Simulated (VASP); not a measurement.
# N (P6_3/mmc) in VASP: notebook

Runs on N. Level: PBE. Tasks: single point.

All numbers are computed with VASP 6.6.1; they aren't measurements. Logs are shortened: lines on timing, memory, paths and dates and some standing lists are left out, and cuts for length are marked.

### Step 1. The cell of the first run

Symmetry: P6_3/mmc, No. 194, hexagonal system. The conventional cell has a = 4.082 Å, b = 4.082 Å, c = 6.863 Å, α = 90.00°, β = 90.00°, γ = 120.00°. N (site symmetry 3m) has 1 N at 1.08 Å within 1.5 Å.

### Step 2. Single point, PBE (volume scaled by 0.94)

File INCAR:

```
PREC     = Accurate       # precision mode
ENCUT    = 520            # plane-wave cutoff, eV
EDIFF    = 1E-7           # SCF threshold, eV
ISMEAR   = -1             # smearing method
SIGMA    = 0.05           # smearing width, eV
LREAL    = F              # projectors in reciprocal space
LASPH    = T              # aspherical terms in the spheres
NELM     = 60             # most SCF steps
ALGO     = Normal         # electronic algorithm
ISIF     = 2              # what is computed and relaxed
LWAVE    = F              # write WAVECAR
LCHARG   = T              # write CHGCAR
GGA      = PE             # functional
LELF     = T              # ELF
LVHAR    = T            
NBANDS   = 18             # bands
```

File KPOINTS:

```
regular mesh
0
Gamma
  7 7 4
```

File POSCAR:

```
N
1.0
    4.0821633730      0.0000000000      0.0000000000
   -2.0410816865      3.5352571835      0.0000000000
    0.0000000000      0.0000000000      6.8629837160
N
4
Direct
    0.6666666667      0.3333333333      0.6710699600
    0.6666666667      0.3333333333      0.8289300400
    0.3333333333      0.6666666667      0.1710699600
    0.3333333333      0.6666666667      0.3289300400
```

Potentials or basis: VASP PAW PBE potentials, release 64 (N).

On the command line:

```sh
$ cat potpaw_PBE.64/N/POTCAR > POTCAR
$ mpirun -np 1 vasp_std > vasp.out
```

OUTCAR:

```text
PREC = Accurate
   ENCUT = 520
   EDIFF = 1E-7
   ISMEAR = -1
   LREAL = F
   LASPH = T
   NELM = 60
   ISIF = 2
   GGA = PE

 ion  position               nearest neighbor table
   1  0.667  0.333  0.671-   2 1.08
   2  0.667  0.333  0.829-   1 1.08
   3  0.333  0.667  0.171-   4 1.08
   4  0.333  0.667  0.329-   3 1.08

  LATTYP: Found a hexagonal cell.
 ALAT       =     4.0821633730
 C/A-ratio  =     1.6812124084

  Lattice vectors:

 A1 = (   4.0821633730,   0.0000000000,   0.0000000000)
 A2 = (  -2.0410816865,   3.5352571835,   0.0000000000)
 A3 = (   0.0000000000,   0.0000000000,   6.8629837160)

Analysis of symmetry for initial positions (statically):
=====================================================================
 Subroutine PRICEL returns:
 Original cell was already a primitive cell.

 Routine SETGRP: Setting up the symmetry group for a
 hexagonal supercell.

 Subroutine GETGRP returns: Found 24 space group operations
 (whereof 12 operations were pure point group operations)
 out of a pool of 24 trial point group operations.

The static configuration has the point symmetry D_3d.
 The point group associated with its full space group is D_6h.

Analysis of symmetry for dynamics (positions and initial velocities):
=====================================================================
 Subroutine PRICEL returns:
 Original cell was already a primitive cell.

 Routine SETGRP: Setting up the symmetry group for a
 hexagonal supercell.

 Subroutine GETGRP returns: Found 24 space group operations
 (whereof 12 operations were pure point group operations)
 out of a pool of 24 trial point group operations.

The dynamic configuration has the point symmetry D_3d.
 The point group associated with its full space group is D_6h.

 Subroutine INISYM returns: Found 24 space group operations
 (whereof 12 operations are pure point group operations),
 and found     1 'primitive' translations

----------------------------------------------------------------------------------------

                                     Primitive cell

  volume of cell :      99.0431

  direct lattice vectors                    reciprocal lattice vectors
     4.082163373  0.000000000  0.000000000     0.244968148  0.141432426  0.000000000
    -2.041081687  3.535257184  0.000000000     0.000000000  0.282864852  0.000000000
     0.000000000  0.000000000  6.862983716     0.000000000  0.000000000  0.145709219
[... 86 lines left out ...]
   NELM   =     60;   NELMIN=  2; NELMDL= -5     # of ELM steps
   EDIFF  = 0.1E-06   stopping-criterion for ELM
   LREAL  =      F    real-space projection
   EDIFFG = 0.1E-05   stopping-criterion for IOM
   NSW    =      0    number of steps for IOM
   IBRION =     -1    ionic relax: 0-MD 1-quasi-New 2-CG
   NFREE  =      0    steps in history (QN), initial steepest desc. (CG)
   ISIF   =      2    stress and relaxation
   ISYM   =      2    0-nonsym 1-usesym 2-fastsym
   POTIM  = 0.5000    time-step for ionic-motion
   TEBEG  =    0.0;   TEEND  =   0.0 temperature during run
   PSTRESS=    0.0 pullay stress
   NELECT =      20.0000    total number of electrons
   NUPDOWN=      -1.0000    fix difference up-down
   EMIN   =  10.00;   EMAX   =-10.00  energy-range for DOS
   EFERMI =   0.00;   METHOD = LEGACY
   ISMEAR =    -1;   SIGMA  =   0.05  broadening in eV -4-tet -1-fermi 0-gaus
   EFERMI_NEDOS =   21; number of points for ismear=-14 and -15
   IALGO  =     38    algorithm
   IMIX   =      4    mixing-type and parameters
     AMIX     =   0.40;   BMIX     =  1.00
     AMIX_MAG =   1.60;   BMIX_MAG =  1.00
  volume/ion in A,a.u.               =      24.76       167.09
  Fermi-wavevector in a.u.,A,eV,Ry     =   0.960454  1.814995 12.551000  0.922472
  Thomas-Fermi vector in A             =   2.089740
   LORBIT       =      0    0 simple, 1 ext, 2 COOP (PROOUT), +10 PAW based schemes
   GGA     = PE    functional components
   LHFCALC =     F    Hartree Fock is set to
   AEXX    =    0.0000 exact exchange contribution
   IVDW    =     0    specifies the selected vdW correction
   LEPSILON=     F    determine dielectric tensor
   LRPA    =     F    only Hartree local field effects (RPA)
 non-spin polarized calculation
  energy-cutoff  :      520.00
  volume of cell :       99.04
 maximum number of plane-waves:      2714
   NGX = 15   NGY = 15   NGZ = 25

 number of electron      19.9999993 magnetization

 Free energy of the ion-electron system (eV)
  ---------------------------------------------------
  ext. energy  EPLUGINS =         0.00000000
  ---------------------------------------------------
  free energy    TOTEN  =       -33.16614878 eV

  energy without entropy =      -33.16614878  energy(sigma->0) =      -33.16614878

 E-fermi :  -5.4508     XC(G=0):  -6.0694

 val. band max:       -6.5167178372   @ k =   0.0000   0.0000   0.0000
 cond. band min:       0.6525262067   @ k =   0.2857   0.2857   0.0000
 fundamental gap:      7.1692440439
 Fermi energy:        -5.4508125843

 k-point     1 :       0.0000    0.0000    0.0000
  band No.  band energies     occupation
      1     -25.4938      2.00000
      2     -25.4661      2.00000
      3     -10.6317      2.00000
      4      -9.7728      2.00000
      5      -8.5144      2.00000
      6      -8.5144      2.00000
[... 481 lines left out ...]
      5      -8.6881      2.00000
      6      -8.6881      2.00000
[... 10 lines left out ...]
     17       6.5948      0.00000
     18       6.5948      0.00000

------------------------ aborting loop because EDIFF is reached ----------------------------------------

  FORCE on cell =-STRESS in cart. coord.  units (eV):
  Direction    XX          YY          ZZ          XY          YZ          ZX
  --------------------------------------------------------------------------------------
  -------------------------------------------------------------------------------------
  Total        0.0954692      0.0954692     11.0350260      0.0000000     -0.0000000      0.0000000
  in kB        1.5443631      1.5443631    178.5087792      0.0000000     -0.0000000      0.0000000
  external PRESSURE =      60.5325018 kB  Pullay stress =       0.0000000 kB

 VOLUME and BASIS-vectors are now :
 -----------------------------------------------------------------------------
  energy-cutoff  :      520.00
  volume of cell :       99.04
      direct lattice vectors                 reciprocal lattice vectors
     4.082163373  0.000000000  0.000000000     0.244968148  0.141432426  0.000000000
    -2.041081687  3.535257184  0.000000000     0.000000000  0.282864852  0.000000000
     0.000000000  0.000000000  6.862983716     0.000000000  0.000000000  0.145709219

 POSITION                                       TOTAL-FORCE (eV/Angst)
 -----------------------------------------------------------------------------------
      2.04108      1.17842      4.60554        -0.000000      0.000000     -5.028815
      2.04108      1.17842      5.68893        -0.000000      0.000000      5.028815
     -0.00000      2.35684      1.17405         0.000000     -0.000000     -5.028815
     -0.00000      2.35684      2.25744         0.000000     -0.000000      5.028815
 -----------------------------------------------------------------------------------
    total drift:                                0.000000     -0.000000      0.000000

  FREE ENERGIE OF THE ION-ELECTRON SYSTEM (eV)
  ---------------------------------------------------
  free  energy   TOTEN  =       -33.1661487798 eV

  energy  without entropy=      -33.1661487797  energy(sigma->0) =      -33.16614878
```

stdout:

```text
POSCAR found type information on POSCAR N
 POSCAR found :  1 types and       4 ions
 scaLAPACK will be used
 LDA part: xc-table for (Slater+PW92), standard interpolation
 POSCAR, INCAR and KPOINTS ok, starting setup
 FFT: planning ... GRIDC
 FFT: planning ... GRID_SOFT
 FFT: planning ... GRID
 WAVECAR not read
 entering main loop
```

It took 60 s on 1 thread of AMD EPYC 7R43 (Zen 3), shared host; peak memory 0.17 GiB.

What came out:

| Property | Result |
| --- | --- |
| Free energy | -33.1661 eV |
| Pressure | 6.1 GPa |
| Largest force | 5.029 eV/Å |
| Band gap on the k mesh | 7.17 eV, indirect (least direct gap 7.48 eV) |

Forces in eV/Å, atoms in the order of the input:
```
N    0.000  0.000 -5.029
N    0.000  0.000  5.029
N    0.000  0.000 -5.029
N    0.000  0.000  5.029
```

Stress tensor (GPa, compression positive):
```
 0.15  0.00  0.00
 0.00  0.15  0.00
 0.00  0.00 17.85
```

Caveat: the standard files for N, O and F lose accuracy on very short bonds; forces of over 1 eV/Å act on the atoms, so gaps and moduli don't describe the material at rest.

### Step 3. Single point, PBE (volume scaled by 0.96)

File INCAR:

```
SYSTEM = N
  PREC = Accurate
  ENCUT = 520
  EDIFF = 1E-7
  ISMEAR = -1
  SIGMA = 0.05
  LREAL = .FALSE.
  LASPH = .TRUE.
  NELM = 100
  ALGO = Normal
  ISIF = 2
  LWAVE = .FALSE.
  LCHARG = .FALSE.
  GGA = PE
  NBANDS = 18
```

File KPOINTS:

```
regular mesh
0
G
  7 7 4
  0 0 0
```

File POSCAR:

```
N
1.0
    4.1109119496      0.0000000000      0.0000000000
   -2.0554559748      3.5601541811      0.0000000000
    0.0000000000      0.0000000000      6.9113161797
N
4
Direct
    0.6666666667      0.3333333333      0.6710699600
    0.6666666667      0.3333333333      0.8289300400
    0.3333333333      0.6666666667      0.1710699600
    0.3333333333      0.6666666667      0.3289300400
```

Potentials or basis: VASP PAW PBE potentials, release 64 (N).

On the command line:

```sh
$ cat potpaw_PBE.64/N/POTCAR > POTCAR
$ mpirun -np 1 vasp_std > vasp.out
```

OUTCAR:

```text
SYSTEM = N
   PREC = Accurate
   ENCUT = 520
   EDIFF = 1E-7
   ISMEAR = -1
   LREAL = .FALSE.
   LASPH = .TRUE.
   NELM = 100
   ISIF = 2
   GGA = PE

 ion  position               nearest neighbor table
   1  0.667  0.333  0.671-   2 1.09
   2  0.667  0.333  0.829-   1 1.09
   3  0.333  0.667  0.171-   4 1.09
   4  0.333  0.667  0.329-   3 1.09

  LATTYP: Found a hexagonal cell.
 ALAT       =     4.1109119496
 C/A-ratio  =     1.6812124084

  Lattice vectors:

 A1 = (   4.1109119496,   0.0000000000,   0.0000000000)
 A2 = (  -2.0554559748,   3.5601541811,   0.0000000000)
 A3 = (   0.0000000000,   0.0000000000,   6.9113161797)

Analysis of symmetry for initial positions (statically):
=====================================================================
 Subroutine PRICEL returns:
 Original cell was already a primitive cell.

 Routine SETGRP: Setting up the symmetry group for a
 hexagonal supercell.

[... 167 lines left out ...]
  free energy    TOTEN  =       -33.23760763 eV

  energy without entropy =      -33.23760763  energy(sigma->0) =      -33.23760763

 E-fermi :  -5.5099     XC(G=0):  -6.0061

 val. band max:       -6.5966841251   @ k =   0.0000   0.0000   0.0000
 cond. band min:       0.5280260583   @ k =   0.2857   0.2857   0.0000
 fundamental gap:      7.1247101833
 Fermi energy:        -5.5098915090

 k-point     1 :       0.0000    0.0000    0.0000
  band No.  band energies     occupation
      1     -25.4351      2.00000
      2     -25.4084      2.00000
      3     -10.7249      2.00000
      4      -9.9117      2.00000
      5      -8.5158      2.00000
      6      -8.5158      2.00000
[... 481 lines left out ...]
      5      -8.6843      2.00000
      6      -8.6843      2.00000
[... 10 lines left out ...]
     17       6.4593      0.00000
     18       6.4593      0.00000

------------------------ aborting loop because EDIFF is reached ----------------------------------------

  FORCE on cell =-STRESS in cart. coord.  units (eV):
  Direction    XX          YY          ZZ          XY          YZ          ZX
  --------------------------------------------------------------------------------------
  -------------------------------------------------------------------------------------
  Total        0.0806819      0.0806819      8.0379692      0.0000000     -0.0000000      0.0000000
  in kB        1.2779654      1.2779654    127.3178158      0.0000000     -0.0000000      0.0000000
  external PRESSURE =      43.2912489 kB  Pullay stress =       0.0000000 kB

 VOLUME and BASIS-vectors are now :
 -----------------------------------------------------------------------------
  energy-cutoff  :      520.00
  volume of cell :      101.15
      direct lattice vectors                 reciprocal lattice vectors
     4.110911950  0.000000000  0.000000000     0.243255028  0.140443356  0.000000000
    -2.055455975  3.560154181  0.000000000     0.000000000  0.280886711  0.000000000
     0.000000000  0.000000000  6.911316180     0.000000000  0.000000000  0.144690240

 POSITION                                       TOTAL-FORCE (eV/Angst)
 -----------------------------------------------------------------------------------
      2.05546      1.18672      4.63798        -0.000000      0.000000     -3.630707
      2.05546      1.18672      5.72900        -0.000000      0.000000      3.630707
     -0.00000      2.37344      1.18232         0.000000     -0.000000     -3.630707
     -0.00000      2.37344      2.27334         0.000000     -0.000000      3.630707
 -----------------------------------------------------------------------------------
    total drift:                               -0.000000      0.000000      0.000000

  FREE ENERGIE OF THE ION-ELECTRON SYSTEM (eV)
  ---------------------------------------------------
  free  energy   TOTEN  =       -33.2376076261 eV

  energy  without entropy=      -33.2376076261  energy(sigma->0) =      -33.23760763
```

Run time: 50 s. Hardware: 1 thread of AMD EPYC 7R43 (Zen 3), shared host; peak memory 0.18 GiB.

What came out:

```
Free energy            : -33.2376 eV
Pressure               : 4.3 GPa
Largest force          : 3.631 eV/Å
Band gap on the k mesh : 7.12 eV, indirect (least direct gap 7.43 eV)
```

Forces on the atoms (eV/Å):
```
N    0.000  0.000 -3.631
N    0.000  0.000  3.631
N    0.000  0.000 -3.631
N    0.000  0.000  3.631
```

Stress tensor (GPa, compression positive):
```
 0.13  0.00  0.00
 0.00  0.13  0.00
 0.00  0.00 12.73
```

Caveat: the standard files for N, O and F lose accuracy on very short bonds; forces of over 1 eV/Å act on the atoms, so gaps and moduli don't describe the material at rest. A k mesh can miss the band edges.

### Step 4. Single point, PBE (volume scaled by 0.98)

File INCAR:

```
SYSTEM = N
PREC = Accurate
ENCUT = 520
EDIFF = 1E-7
ISMEAR = -1
SIGMA = 0.05
LREAL = .FALSE.
LASPH = .TRUE.
NELM = 80
ALGO = Normal
ISIF = 2
LWAVE = .FALSE.
LCHARG = .FALSE.
GGA = PE
NBANDS = 18
```

File KPOINTS:

```
Automatic mesh
0
G
  7 7 4
  0 0 0
```

File POSCAR:

```
N
1.0
    4.1392639624      0.0000000000      0.0000000000
   -2.0696319812      3.5847077445      0.0000000000
    0.0000000000      0.0000000000      6.9589819354
N
4
Direct
    0.6666666667      0.3333333333      0.6710699600
    0.6666666667      0.3333333333      0.8289300400
    0.3333333333      0.6666666667      0.1710699600
    0.3333333333      0.6666666667      0.3289300400
```

On the command line:

```sh
$ cat potpaw_PBE.64/N/POTCAR > POTCAR
$ mpirun -np 1 vasp_std > vasp.out
```

Run time: 73 s. Hardware: 1 thread of AMD EPYC 7R43 (Zen 3), shared host; peak memory 0.18 GiB.

The run converged. Its results:

| Quantity | Value |
| --- | --- |
| Free energy | -33.2870 eV |
| Pressure | 2.8 GPa |
| Largest force | 2.327 eV/Å |
| Band gap on the k mesh | 7.08 eV, indirect (least direct gap 7.37 eV) |

Forces in eV/Å, atoms in the order of the input:
```
N    0.000  0.000 -2.327
N    0.000  0.000  2.327
N    0.000  0.000 -2.327
N    0.000  0.000  2.327
```

Stress tensor (GPa, compression positive):
```
0.10 0.00 0.00
0.00 0.10 0.00
0.00 0.00 8.08
```

Levels at points of the mesh, in eV from the valence-band top:
| k point | band 8 | band 9 | band 10 | band 11 | band 12 | band 13 |
| --- | --- | --- | --- | --- | --- | --- |
| (0.00, 0.00, 0.00) | -1.74 | -1.14 | 0.00 | 7.82 | 7.82 | 8.30 |
| (0.00, 0.00, 0.50) | -1.79 | -0.51 | -0.51 | 8.05 | 8.05 | 8.05 |

Caveat: the standard files for N, O and F lose accuracy on very short bonds; forces of over 1 eV/Å act on the atoms, so gaps and moduli don't describe the material at rest.

### Step 5. The runs side by side

```csv
cell,gap on the mesh (eV),pressure (GPa),largest force (eV/Å)
"a = 4.082, b = 4.082, c = 6.863 Å, angles 90.0, 90.0, 120.0°, 4 atoms",7.17,6.1,5.03
"a = 4.111, b = 4.111, c = 6.911 Å, angles 90.0, 90.0, 120.0°, 4 atoms",7.12,4.3,3.63
"a = 4.139, b = 4.139, c = 6.959 Å, angles 90.0, 90.0, 120.0°, 4 atoms",7.08,2.8,2.33
```

Alike in all rows: task single point; level PBE; potentials or basis VASP PAW PBE potentials, release 64 (N); no spin polarisation; k mesh 7 × 7 × 4; cutoff (eV) 520; smearing fermi-dirac 0.05 eV.

Caveats: the standard files for N, O and F lose accuracy on very short bonds; forces of over 1 eV/Å act on the atoms, so gaps and moduli don't describe the material at rest.

Total energies depend on the potentials used, so only differences within one code and one set of settings carry meaning.
